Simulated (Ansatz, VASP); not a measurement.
## One calculation of NbN, two programs

The input INCAR:

```
SYSTEM = NbN
  PREC = Accurate
  ENCUT = 600
  EDIFF = 1E-6
  ISMEAR = 0
  SIGMA = 0.1
  LREAL = .False.
  LASPH = .True.
  NELM = 120
  ALGO = Normal
  ISIF = 2
  LWAVE = .False.
  LCHARG = .False.
  GGA = PS
  NBANDS = 16
  GGA_COMPAT = .False.
```

File KPOINTS:

```
Automatic mesh
0
Gamma
  8 8 8
  0 0 0
```

POSCAR

```
NbN
1.0
    0.0000000000      2.2262340000      2.2262340000
    2.2262340000      0.0000000000      2.2262340000
    2.2262340000      2.2262340000      0.0000000000
Nb N
1 1
Direct
    0.5000000000      0.5000000000      0.5000000000
    0.0000000000      0.0000000000      0.0000000000
```

Input for Ansatz:

```yaml
crystal:
  lattice:
    - [0.0, 2.226234, 2.226234]
    - [2.226234, 0.0, 2.226234]
    - [2.226234, 2.226234, 0.0]
  atoms:
    - { symbol: Nb, position: [0.5, 0.5, 0.5] }
    - { symbol: "N", position: [0.0, 0.0, 0.0] }
basis:
  ecutwfc: 420
kpoints:
  mp_grid: { grid: [8, 8, 8] }
hamiltonian:
  xc: pbesol
  pseudopotentials: { kind: paw, azcp: { folder: soft_1 } }
scf:
  occupations: { method: gaussian, width: 0.1 }
output:
  forces: true
  stress: true
  eigenvalues: true
```

Alike in both runs: task single point; functional PBEsol; k mesh 8 × 8 × 8; occupations gaussian, width 0.1 eV; no spin polarisation.

```csv
,VASP,Ansatz
version,VASP 6.6.1,Ansatz 0.2.0
potentials or method,"VASP PAW PBE potentials, release 64 (Nb_sv, N), cutoff 600 eV","scalar-relativistic, plane waves, PAW"
valence electrons in the cell,18,18
```

|  | VASP | Ansatz | Ansatz less VASP |
| --- | --- | --- | --- |
| gap on the k mesh at the Fermi level (eV) | none | none | - |
| pressure (GPa) | -15.1 | -14.5 | +0.60 |

VASP's potentials were made for PBE, not for PBEsol, and Ansatz warns of the same on its side. A gap of «none» marks a metal or a gap that the smearing closes.
